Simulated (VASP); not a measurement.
Set up this calculation in VASP 6.6.1, as the native input.

| Quantity | Value |
| --- | --- |
| Task | single point |
| Functional | PBEsol |
| Potentials or basis | VASP PAW PBE potentials, release 64 (W_sv, S) |
| Cutoff | 520 eV |
| k mesh | 12 × 12 × 12 |
| Occupations | gaussian, width 0.05 eV |
| Spin | no spin polarisation |
| Dipole correction | no |
| Further INCAR settings | ALGO = Normal; EDIFF = 1e-06; NBANDS = 20 |

The structure of WS2 lies in POSCAR:

```
WS2
1.0
    1.5790003843      0.9116362969      6.6563964000
   -1.5790003843      0.9116362969      6.6563964000
    0.0000000000     -1.8232725938      6.6563964000
W S
1 2
Direct
    0.0000000000      0.0000000000      0.0000000000
    0.7503000000      0.7503000000      0.7503000000
    0.5810000000      0.5810000000      0.5810000000
```

This cell differs from its parent crystal: strain +0.000 along x and y, +0.080 along z.

One way to write it, as run:

INCAR

```
  ALGO = Normal
  EDIFF = 1E-6
  ENCUT = 520
  GGA = PS
  ISIF = 2
  ISMEAR = 0
  LASPH = T
  LCHARG = F
  LREAL = F
  LWAVE = F
  NBANDS = 20
  NELM = 80
  PREC = Accurate
  SIGMA = 0.05
```

KPOINTS

```
k-points
0
Gamma
  12 12 12
```

Potentials or basis: VASP PAW PBE potentials, release 64 (W_sv, S).

Command:

```console
$ cat potpaw_PBE.64/W_sv/POTCAR potpaw_PBE.64/S/POTCAR > POTCAR
$ mpirun -np 1 vasp_std > vasp.out
```

Results of the run:

* Pressure: -11.9 GPa
* Largest force: 2.386 eV/Å
* Band gap on the k mesh: 1.22 eV (least direct gap 2.06 eV)

Caveat: the cell differs from its parent crystal (strain +0.000 along x and y, +0.080 along z); the cell stands under tension; the PAW data sets were made with another functional, which shifts forces and pressure a little; spin-orbit coupling is left out, which moves the levels of the heavy elements.

Wall time 6.7 min on 1 thread of Intel(R) Xeon(R) 6975P-C (Granite Rapids), with other jobs on the host, peak memory 0.52 GiB.
